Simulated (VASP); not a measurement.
# BaS (P-6m2) in VASP: a series of runs

Runs on BaS. Level: r2SCAN. Tasks: single point.

All numbers are computed with VASP 6.6.1; they aren't measurements. Logs are shortened: lines on timing, memory, paths and dates and some standing lists are left out, and cuts for length are marked.

## 1. The cell of the first run

It takes space group P-6m2 (No. 187, hexagonal). Conventional cell: a = 4.389 Å, b = 4.389 Å, c = 4.001 Å, α = 90.00°, β = 90.00°, γ = 120.00°. Ba (site symmetry -6m2) has 6 S at 3.23 Å and 2 Ba at 4.00 Å within 4.2 Å. Within 4.2 Å of S (site symmetry -6m2) lie 6 Ba at 3.23 Å and 2 S at 4.00 Å.

## 2. Single point, r2SCAN (volume scaled by 1.020)

File POSCAR:

```
BaS
1.0
    4.3889965233      0.0000000000      0.0000000000
   -2.1944982617      3.8009824863      0.0000000000
    0.0000000000      0.0000000000      4.0011751194
Ba S
1 1
Direct
    0.0000000000      0.0000000000      0.0000000000
    0.6666666667      0.3333333333      0.5000000000
```

File INCAR.step1:

```
ALGO = Normal ; EDIFF = 1E-4
ENCUT = 520 ; GGA = PE
ISMEAR = 0 ; LASPH = T
LCHARG = F ; LREAL = F
LWAVE = T ; NBANDS = 15
NELM = 60 ; PREC = Accurate
SIGMA = 0.05
```

File INCAR.step2:

```
ALGO = Normal ; EDIFF = 1E-6
ENCUT = 520 ; ISIF = 2
ISMEAR = 0 ; ISTART = 1
LASPH = T ; LCHARG = F
LMIXTAU = T ; LREAL = F
LWAVE = F ; METAGGA = R2SCAN
NBANDS = 15 ; NELM = 60
PREC = Accurate ; SIGMA = 0.05
```

File KPOINTS:

```
k-points
0
Gamma
  6 6 6
```

Potentials or basis: VASP PAW PBE potentials, release 64 (Ba_sv, S).

On the command line:

```
$ cat potpaw_PBE.64/Ba_sv/POTCAR potpaw_PBE.64/S/POTCAR > POTCAR
$ cp INCAR.step1 INCAR
$ mpirun -np 1 vasp_std > vasp.out
$ cp INCAR.step2 INCAR
$ mpirun -np 1 vasp_std > vasp.out
```

OUTCAR:

```text
EDIFF = 1E-6
   ENCUT = 520
   ISIF = 2
   ISMEAR = 0
   ISTART = 1
   LASPH = T
   LREAL = F
   METAGGA = R2SCAN
   NELM = 60
   PREC = Accurate

 ion  position               nearest neighbor table
   1  0.000  0.000  0.000-   2 3.23   2 3.23   2 3.23   2 3.23   2 3.23   2 3.23
   2  0.667  0.333  0.500-   1 3.23   1 3.23   1 3.23   1 3.23   1 3.23   1 3.23

  LATTYP: Found a hexagonal cell.
 ALAT       =     4.3889965233
 C/A-ratio  =     0.9116377965

  Lattice vectors:

 A1 = (   4.3889965233,   0.0000000000,   0.0000000000)
 A2 = (  -2.1944982617,   3.8009824863,   0.0000000000)
 A3 = (   0.0000000000,   0.0000000000,   4.0011751194)

Analysis of symmetry for initial positions (statically):
=====================================================================
 Subroutine PRICEL returns:
 Original cell was already a primitive cell.

 Routine SETGRP: Setting up the symmetry group for a
 hexagonal supercell.

 Subroutine GETGRP returns: Found 12 space group operations
 (whereof 12 operations were pure point group operations)
 out of a pool of 24 trial point group operations.

The static configuration has the point symmetry D_3h.

Analysis of symmetry for dynamics (positions and initial velocities):
=====================================================================
 Subroutine PRICEL returns:
 Original cell was already a primitive cell.

 Routine SETGRP: Setting up the symmetry group for a
 hexagonal supercell.

 Subroutine GETGRP returns: Found 12 space group operations
 (whereof 12 operations were pure point group operations)
 out of a pool of 24 trial point group operations.

The dynamic configuration has the point symmetry D_3h.

 Subroutine INISYM returns: Found 12 space group operations
 (whereof 12 operations are pure point group operations),
 and found     1 'primitive' translations

----------------------------------------------------------------------------------------

                                     Primitive cell

  volume of cell :      66.7496

  direct lattice vectors                    reciprocal lattice vectors
     4.388996523  0.000000000  0.000000000     0.227842514  0.131544937  0.000000000
    -2.194498262  3.800982486  0.000000000     0.000000000  0.263089873  0.000000000
     0.000000000  0.000000000  4.001175119     0.000000000  0.000000000  0.249926577

  length of vectors
     4.388996523  4.388996523  4.001175119     0.263089873  0.263089873  0.249926577

  position of ions in fractional coordinates (direct lattice)
     0.000000000  0.000000000  0.000000000
     0.666666667  0.333333333  0.500000000

  ion indices of the primitive-cell ions
   primitive index   ion index
                 1           1
                 2           2

----------------------------------------------------------------------------------------

 KPOINTS: k-points

Automatic generation of k-mesh.
 Grid dimensions read from file:
 generate k-points for:    6    6    6

 Generating k-lattice:

  Cartesian coordinates                     Fractional coordinates (reciprocal lattice)
     0.037973752  0.021924156  0.000000000     0.166666667 -0.000000000  0.000000000
     0.000000000  0.043848312  0.000000000     0.000000000  0.166666667  0.000000000
     0.000000000  0.000000000  0.041654429     0.000000000  0.000000000  0.166666667

  Length of vectors
     0.043848312  0.043848312  0.041654429

  Shift w.r.t. Gamma in fractional coordinates (k-lattice)
     0.000000000  0.000000000  0.000000000

 Subroutine IBZKPT returns following result:
 ===========================================

 Found     28 irreducible k-points:

 Following reciprocal coordinates:
            Coordinates               Weight
  0.000000  0.000000  0.000000      1.000000
  0.166667  0.000000  0.000000      6.000000
  0.333333  0.000000  0.000000      6.000000
  0.500000  0.000000  0.000000      3.000000
  0.166667  0.166667  0.000000      6.000000
  0.333333  0.166667  0.000000     12.000000
[... 16 lines left out ...]
  0.166667  0.000000  0.500000      6.000000
  0.333333  0.000000  0.500000      6.000000
 [... further k-points ...]
   k-points           NKPTS =     28   k-points in BZ     NKDIM =     28   number of bands    NBANDS=     15
   number of dos      NEDOS =    301   number of ions     NIONS =      2
   total plane-waves  NPLWV =  38880
   dimension x,y,z NGX =    36 NGY =   36 NGZ =   30
   dimension x,y,z NGXF=    72 NGYF=   72 NGZF=   60
   ions per type =               1   1
   NGX,Y,Z   is equivalent  to a cutoff of  13.64, 13.64, 12.46 a.u.
   NGXF,Y,Z  is equivalent  to a cutoff of  27.27, 27.27, 24.93 a.u.
 SYSTEM =  unknown system
   PREC   = accura    normal or accurate (medium, high low for compatibility)
   ISTART =      1    job   : 0-new  1-cont  2-samecut
   ICHARG =      0    charge: 1-file 2-atom 10-const
   ISPIN  =      1    spin polarized calculation?
   LNONCOLLINEAR =      F non collinear calculations
   LSORBIT =      F    spin-orbit coupling
   LASPH  =      T    aspherical Exc in radial PAW
   ENCUT  =  520.0 eV  38.22 Ry    6.18 a.u.   8.16  8.16  7.44*2*pi/ulx,y,z
   NELM   =     60;   NELMIN=  2; NELMDL=  0     # of ELM steps
   EDIFF  = 0.1E-05   stopping-criterion for ELM
   LREAL  =      F    real-space projection
   EDIFFG = 0.1E-04   stopping-criterion for IOM
   NSW    =      0    number of steps for IOM
   IBRION =     -1    ionic relax: 0-MD 1-quasi-New 2-CG
   NFREE  =      0    steps in history (QN), initial steepest desc. (CG)
   ISIF   =      2    stress and relaxation
   ISYM   =      2    0-nonsym 1-usesym 2-fastsym
   POTIM  = 0.5000    time-step for ionic-motion
   TEBEG  =    0.0;   TEEND  =   0.0 temperature during run
   PSTRESS=    0.0 pullay stress
   NELECT =      16.0000    total number of electrons
   NUPDOWN=      -1.0000    fix difference up-down
   EMIN   =  10.00;   EMAX   =-10.00  energy-range for DOS
   EFERMI =   0.00;   METHOD = LEGACY
   ISMEAR =     0;   SIGMA  =   0.05  broadening in eV -4-tet -1-fermi 0-gaus
   EFERMI_NEDOS =   21; number of points for ismear=-14 and -15
   IALGO  =     38    algorithm
   IMIX   =      4    mixing-type and parameters
     AMIX     =   0.40;   BMIX     =  1.00
     AMIX_MAG =   1.60;   BMIX_MAG =  1.00
  volume/ion in A,a.u.               =      33.37       225.22
  Fermi-wavevector in a.u.,A,eV,Ry     =   1.016948  1.921752 14.070908  1.034183
  Thomas-Fermi vector in A             =   2.150321
   LORBIT       =      0    0 simple, 1 ext, 2 COOP (PROOUT), +10 PAW based schemes
   METAGGA = R2SCAN    functional components
   LHFCALC =     F    Hartree Fock is set to
   AEXX    =    0.0000 exact exchange contribution
   IVDW    =     0    specifies the selected vdW correction
   LEPSILON=     F    determine dielectric tensor
   LRPA    =     F    only Hartree local field effects (RPA)
 non-spin polarized calculation
 Gauss-broadening in eV      SIGMA  =   0.05
  energy-cutoff  :      520.00
  volume of cell :       66.75
 maximum number of plane-waves:      1818
 NGX is ok and might be reduce to    36
   NGX = 17   NGY = 17   NGZ = 15

 number of electron      15.9999998 magnetization

 Free energy of the ion-electron system (eV)
  ---------------------------------------------------
  ext. energy  EPLUGINS =         0.00000000
  ---------------------------------------------------
  free energy    TOTEN  =       -38.91467284 eV

  energy without entropy =      -38.91467284  energy(sigma->0) =      -38.91467284

 E-fermi :   1.7489     XC(G=0):  -8.9504

 val. band max:        1.5471121857   @ k =   0.0000   0.0000   0.0000
 cond. band min:       3.9071697343   @ k =   0.0000   0.0000   0.0000
 fundamental gap:      2.3600575486
 Fermi energy:         1.7489353964

 k-point     1 :       0.0000    0.0000    0.0000
  band No.  band energies     occupation
      1     -25.9824      2.00000
      2     -10.6192      2.00000
      3     -10.6192      2.00000
      4     -10.4725      2.00000
      5      -9.5723      2.00000
      6       0.7696      2.00000
      7       0.7696      2.00000
      8       1.5471      2.00000
      9       3.9072      0.00000
     10       5.0743      0.00000
     11       7.5328      0.00000
     12       7.5329      0.00000
     13       8.4946      0.00000
     14       8.4946      0.00000
     15      10.9178      0.00000

 k-point     2 :       0.1667    0.0000    0.0000
  band No.  band energies     occupation
      1     -25.9719      2.00000
      2     -10.9637      2.00000
      3     -10.6504      2.00000
      4     -10.4516      2.00000
      5      -9.2368      2.00000
      6       0.3508      2.00000
      7       0.8631      2.00000
      8       1.3759      2.00000
      9       4.1932      0.00000
     10       5.9549      0.00000
     11       6.8343      0.00000
     12       7.6840      0.00000
     13       8.2841      0.00000
     14       8.6005      0.00000
     15      11.1355      0.00000

 k-point     3 :       0.3333    0.0000    0.0000
  band No.  band energies     occupation
      1     -25.9508      2.00000
      2     -11.4079      2.00000
      3     -10.7117      2.00000
      4     -10.4092      2.00000
      5      -8.8123      2.00000
      6      -0.2028      2.00000
      7       1.0336      2.00000
      8       1.0622      2.00000
      9       4.3249      0.00000
     10       6.6142      0.00000
     11       7.6286      0.00000
     12       7.9317      0.00000
     13       8.2310      0.00000
     14       8.5556      0.00000
     15      11.5327      0.00000

 k-point     4 :       0.5000    0.0000    0.0000
  band No.  band energies     occupation
      1     -25.9402      2.00000
      2     -11.5822      2.00000
      3     -10.7418      2.00000
      4     -10.3877      2.00000
      5      -8.6488      2.00000
      6      -0.4006      2.00000
      7       0.9169      2.00000
      8       1.1101      2.00000
      9       4.0938      0.00000
     10       7.3068      0.00000
     11       7.7796      0.00000
     12       8.3862      0.00000
     13       8.4427      0.00000
     14       8.7172      0.00000
     15      10.7345      0.00000
[... 307 lines left out ...]
 k-point    22 :       0.0000    0.0000    0.5000
  band No.  band energies     occupation
      1     -25.9226      2.00000
      2     -11.7538      2.00000
      3     -10.5305      2.00000
      4     -10.5305      2.00000
      5      -8.3329      2.00000
      6      -0.7931      2.00000
      7       0.9135      2.00000
      8       0.9135      2.00000
      9       5.8478      0.00000
     10       5.8479      0.00000
     11       6.7858      0.00000
     12       6.7858      0.00000
     13       6.8633      0.00000
     14       8.2088      0.00000
     15      11.2229      0.00000

 k-point    23 :       0.1667    0.0000    0.5000
  band No.  band energies     occupation
      1     -25.9135      2.00000
      2     -11.6351      2.00000
      3     -10.6542      2.00000
      4     -10.5560      2.00000
      5      -8.5185      2.00000
      6      -0.5598      2.00000
      7       0.7446      2.00000
      8       0.7781      2.00000
      9       5.1792      0.00000
     10       6.3155      0.00000
     11       6.3837      0.00000
     12       7.3154      0.00000
     13       8.0292      0.00000
     14       9.5128      0.00000
     15      11.5928      0.00000

 k-point    24 :       0.3333    0.0000    0.5000
  band No.  band energies     occupation
      1     -25.8951      2.00000
      2     -11.3494      2.00000
      3     -10.8877      2.00000
      4     -10.6062      2.00000
      5      -8.9333      2.00000
      6      -0.1905      2.00000
      7       0.4528      2.00000
      8       0.4733      2.00000
      9       5.1072      0.00000
     10       6.5686      0.00000
     11       7.6072      0.00000
     12       8.5056      0.00000
     13       9.3305      0.00000
     14      11.3068      0.00000
     15      11.8694      0.00000

 [... further k-points ...]
[... 5 lines left out ...]
  --------------------------------------------------------------------------------------
  -------------------------------------------------------------------------------------
  Total       -0.0987603     -0.0987603     -0.0675196      0.0000000     -0.0000000      0.0000000
  in kB       -2.3705232     -2.3705232     -1.6206585      0.0000000     -0.0000000      0.0000000
  external PRESSURE =      -2.1205683 kB  Pullay stress =       0.0000000 kB

 VOLUME and BASIS-vectors are now :
 -----------------------------------------------------------------------------
  energy-cutoff  :      520.00
  volume of cell :       66.75
      direct lattice vectors                 reciprocal lattice vectors
     4.388996523  0.000000000  0.000000000     0.227842514  0.131544937  0.000000000
    -2.194498262  3.800982486  0.000000000     0.000000000  0.263089873  0.000000000
     0.000000000  0.000000000  4.001175119     0.000000000  0.000000000  0.249926577

 POSITION                                       TOTAL-FORCE (eV/Angst)
 -----------------------------------------------------------------------------------
      0.00000      0.00000      0.00000        -0.000000      0.000000      0.000000
      2.19450      1.26699      2.00059         0.000000     -0.000000      0.000000
 -----------------------------------------------------------------------------------
    total drift:                               -0.000000      0.000000     -0.000000

  FREE ENERGIE OF THE ION-ELECTRON SYSTEM (eV)
  ---------------------------------------------------
  free  energy   TOTEN  =       -38.9146728387 eV

  energy  without entropy=      -38.9146728386  energy(sigma->0) =      -38.91467284
```

Wall time 37 s (1 thread of Intel Xeon 6975P-C (Granite Rapids), shared host); peak memory 0.21 GiB.

Results:

```
Free energy            : -38.9147 eV
Pressure               : -0.2 GPa
Band gap on the k mesh : 2.36 eV, direct
```

Caveat: the PAW data sets were made with another functional, which shifts forces and pressure a little; spin-orbit coupling is left out, which moves the levels of the heavy elements. A k mesh can miss the band edges.

## 3. Single point, r2SCAN (volume scaled by 1.040)

File POSCAR:

```
BaS
1.0
    4.4233333332      0.0000000000      0.0000000000
   -2.2116666666      3.8307190360      0.0000000000
    0.0000000000      0.0000000000      4.0165378553
Ba S
1 1
Direct
    0.0000000000      0.0000000000      0.0000000000
    0.6666666667      0.3333333333      0.5000000000
```

Changes to INCAR.step1 since step 2:

```diff
@@ -5,3 +5,3 @@
 LWAVE = T ; NBANDS = 15
-NELM = 60 ; PREC = Accurate
+NELM = 100 ; PREC = Accurate
 SIGMA = 0.05
```

File INCAR.step2:

```
ALGO = Normal ; EDIFF = 1E-6
ENCUT = 520 ; ISIF = 2
ISMEAR = 0 ; ISTART = 1
LASPH = T ; LCHARG = T
LELF = T ; LMIXTAU = T
LREAL = F ; LVHAR = T
LWAVE = F ; METAGGA = R2SCAN
NBANDS = 15 ; NELM = 100
PREC = Accurate ; SIGMA = 0.05
```

KPOINTS is that of step 2.

Potentials or basis: VASP PAW PBE potentials, release 64 (Ba_sv, S).

On the command line:

```
$ cat potpaw_PBE.64/Ba_sv/POTCAR potpaw_PBE.64/S/POTCAR > POTCAR
$ cp INCAR.step1 INCAR
$ mpirun -np 1 vasp_std > vasp.out
$ cp INCAR.step2 INCAR
$ mpirun -np 1 vasp_std > vasp.out
```

Wall time 39 s (1 thread of Intel Xeon 6975P-C (Granite Rapids), shared host); peak memory 0.21 GiB.

Results (log left out):

```yaml
Free_energy: -38.9099 eV
Pressure: -1.0 GPa
Band_gap_on_the_k_mesh: 2.38 eV, direct
```

Stress tensor (GPa, compression positive):
```
-1.03  0.00  0.00
 0.00 -1.03  0.00
 0.00  0.00 -0.81
```

Levels at points of the mesh, in eV from the valence-band top:
| k point | band 4 | band 5 | band 6 | band 7 | band 8 | band 9 | band 10 | band 11 | band 12 | band 13 |
| --- | --- | --- | --- | --- | --- | --- | --- | --- | --- | --- |
| (0.00, 0.00, 0.00) | -12.08 | -11.09 | -0.77 | -0.77 | 0.00 | 2.38 | 3.44 | 5.92 | 5.92 | 6.88 |
| (0.50, 0.00, 0.00) | -12.00 | -10.23 | -1.92 | -0.59 | -0.45 | 2.56 | 5.66 | 6.19 | 6.74 | 6.84 |
| (0.00, 0.00, 0.50) | -12.14 | -9.93 | -2.30 | -0.63 | -0.63 | 4.29 | 4.29 | 5.19 | 5.19 | 5.27 |
| (0.50, 0.00, 0.50) | -12.24 | -10.71 | -1.59 | -1.22 | -1.20 | 3.85 | 5.29 | 7.18 | 7.56 | 8.14 |

Caveat: the PAW data sets were made with another functional, which shifts forces and pressure a little; spin-orbit coupling is left out, which moves the levels of the heavy elements. A k mesh can miss the band edges.

## 4. Single point, r2SCAN (volume scaled by 1.070)

File POSCAR:

```
BaS
1.0
    4.4654628529      0.0000000000      0.0000000000
   -2.2327314265      3.8672042703      0.0000000000
    0.0000000000      0.0000000000      4.0547928991
Ba S
1 1
Direct
    0.0000000000      0.0000000000      0.0000000000
    0.6666666667      0.3333333333      0.5000000000
```

File INCAR.step1:

```
SYSTEM = BaS
PREC = Accurate
ENCUT = 520
ISMEAR = 0
SIGMA = 0.05
LREAL = .False.
LASPH = .True.
NELM = 100
NBANDS = 15
GGA = PE
ALGO = Normal
EDIFF = 1E-4
LWAVE = .True.
LCHARG = .False.
```

File INCAR.step2:

```
SYSTEM = BaS
PREC = Accurate
ENCUT = 520
EDIFF = 1E-6
ISMEAR = 0
SIGMA = 0.05
LREAL = .False.
LASPH = .True.
NELM = 100
ALGO = Normal
ISIF = 2
LWAVE = .False.
LCHARG = .False.
METAGGA = R2SCAN
LMIXTAU = .True.
NBANDS = 15
ISTART = 1
```

File KPOINTS:

```
regular mesh
0
Gamma
  6 6 6
  0 0 0
```

On the command line:

```
$ cat potpaw_PBE.64/Ba_sv/POTCAR potpaw_PBE.64/S/POTCAR > POTCAR
$ cp INCAR.step1 INCAR
$ mpirun -np 1 vasp_std > vasp.out
$ cp INCAR.step2 INCAR
$ mpirun -np 1 vasp_std > vasp.out
```

Wall time 39 s (1 thread of Intel Xeon 6975P-C (Granite Rapids), shared host); peak memory 0.21 GiB.

The run converged. Its results:

```yaml
Free_energy: -38.8920 eV
Pressure: -2.0 GPa
Band_gap_on_the_k_mesh: 2.41 eV, direct
```

Levels at points of the mesh, in eV from the valence-band top:
| k point | band 4 | band 5 | band 6 | band 7 | band 8 | band 9 | band 10 | band 11 | band 12 | band 13 |
| --- | --- | --- | --- | --- | --- | --- | --- | --- | --- | --- |
| (0.00, 0.00, 0.00) | -12.15 | -11.02 | -0.72 | -0.72 | 0.00 | 2.41 | 3.36 | 5.84 | 5.84 | 6.78 |
| (0.50, 0.00, 0.00) | -12.09 | -10.25 | -1.86 | -0.55 | -0.43 | 2.59 | 5.56 | 6.12 | 6.61 | 6.74 |
| (0.00, 0.00, 0.50) | -12.22 | -9.98 | -2.22 | -0.58 | -0.58 | 4.28 | 4.28 | 5.17 | 5.17 | 5.19 |
| (0.50, 0.00, 0.50) | -12.31 | -10.67 | -1.54 | -1.18 | -1.13 | 3.81 | 5.20 | 7.06 | 7.41 | 7.97 |

Caveat: the PAW data sets were made with another functional, which shifts forces and pressure a little; spin-orbit coupling is left out, which moves the levels of the heavy elements. A k mesh can miss the band edges.

## 5. Summary

| cell | gap on the mesh (eV) | pressure (GPa) |
| --- | --- | --- |
| a = 4.389, b = 4.389, c = 4.001 Å, angles 90.0, 90.0, 120.0°, 2 atoms | 2.36 | -0.2 |
| a = 4.423, b = 4.423, c = 4.017 Å, angles 90.0, 90.0, 120.0°, 2 atoms | 2.38 | -1.0 |
| a = 4.465, b = 4.465, c = 4.055 Å, angles 90.0, 90.0, 120.0°, 2 atoms | 2.41 | -2.0 |

Alike in all rows: task single point; level r2SCAN; potentials or basis VASP PAW PBE potentials, release 64 (Ba_sv, S); no spin polarisation; k mesh 6 × 6 × 6; cutoff (eV) 520; smearing gaussian 0.05 eV.

Caveats: the PAW data sets were made with another functional, which shifts forces and pressure a little; spin-orbit coupling is left out, which moves the levels of the heavy elements.

Total energies depend on the potentials used, so only differences within one code and one set of settings carry meaning.
